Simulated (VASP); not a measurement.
BN:

```
B N
1.0
     0.00000    3.49532    2.16609
     1.25163    0.00000    2.16609
     1.25163    3.49532    0.00000
B N
1 1
Direct
  0.00005 0.00005 0.99995
  0.66667 0.66667 0.33333
```

Base run:

* Program: VASP 6.6.1
* Functional: LDA
* Potentials or basis: VASP PAW LDA potentials, release 64 (B, N)
* Cutoff: 600 eV
* k mesh: 10 × 10 × 10
* Occupations: fermi-dirac, width 0.01 eV
* Spin: no spin polarisation

Its results: band gap on the k mesh 3.69 eV (least direct gap 4.61 eV); pressure -4.0 GPa; largest force 0.013 eV/Å.

Task: The run is repeated on the same cell with these changes: k mesh from 10 × 10 × 10 to 6 × 6 × 6. What comes out?

Result: Band gap on the k mesh 3.64 eV (least direct gap 4.41 eV); pressure -4.0 GPa; largest force 0.013 eV/Å.

Caveats: some runs use coarse meshes; the cell stands under tension (at least some runs).

A k mesh can miss the band edges.
